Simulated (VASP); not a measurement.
Set up this calculation in VASP 6.6.1, as the native input.

* Task: single point
* Functional: LDA
* Potentials or basis: VASP PAW LDA potentials, release 64 (Al, Ru_pv)
* Cutoff: 520 eV
* k mesh: 10 × 10 × 10
* Occupations: gaussian, width 0.03 eV
* Spin: no spin polarisation
* Dipole correction: no
* Further INCAR settings: ALGO = Fast; EDIFF = 1e-06; NBANDS = 29

The structure of Al2Ru lies in POSCAR:

```
Al2Ru
1.0
    0.0000000000      4.0650255745      4.4689892212
    2.2549679301      0.0000000000      4.4689892212
    2.2549679301      4.0650255745      0.0000000000
Al Ru
4 2
Direct
    0.0788992938      0.4211007062      0.0788992938
    0.4211007062      0.0788992938      0.4211007062
    0.1711007062      0.8288992938      0.1711007062
    0.8288992938      0.1711007062      0.8288992938
    0.7500000000      0.7500000000      0.7500000000
    0.5000000000      0.5000000000      0.5000000000
```

These files were run (other wordings do the same):

INCAR

```
PREC     = Accurate       # precision mode
ENCUT    = 520            # plane-wave cutoff, eV
EDIFF    = 1E-6           # SCF threshold, eV
ISMEAR   = 0              # smearing method
SIGMA    = 0.03           # smearing width, eV
LREAL    = F              # projectors in reciprocal space
LASPH    = T              # aspherical terms in the spheres
NELM     = 80             # most SCF steps
ALGO     = Fast           # electronic algorithm
ISIF     = 2              # what is computed and relaxed
LWAVE    = F              # write WAVECAR
LCHARG   = F              # write CHGCAR
NBANDS   = 29             # bands
```

KPOINTS

```
Automatic mesh
0
Gamma
  10 10 10
```

Potentials or basis: VASP PAW LDA potentials, release 64 (Al, Ru_pv).

Run with:

```bash
$ cat potpaw_LDA.64/Al/POTCAR potpaw_LDA.64/Ru_pv/POTCAR > POTCAR
$ mpirun -np 1 vasp_std > vasp.out
```

Results of the run:

```json
{
 "Pressure": "-2.5 GPa",
 "Largest force": "0.230 eV/Å",
 "Band gap on the k mesh": "zero (bands 20 and 21 overlap by 0.30 eV)"
}
```

Caveat: the stress differs along the axes, from -9 to 9 GPa.

Wall time 4.2 min on 1 thread of Intel(R) Xeon(R) 6975P-C (Granite Rapids), with other jobs on the host, peak memory 0.43 GiB.
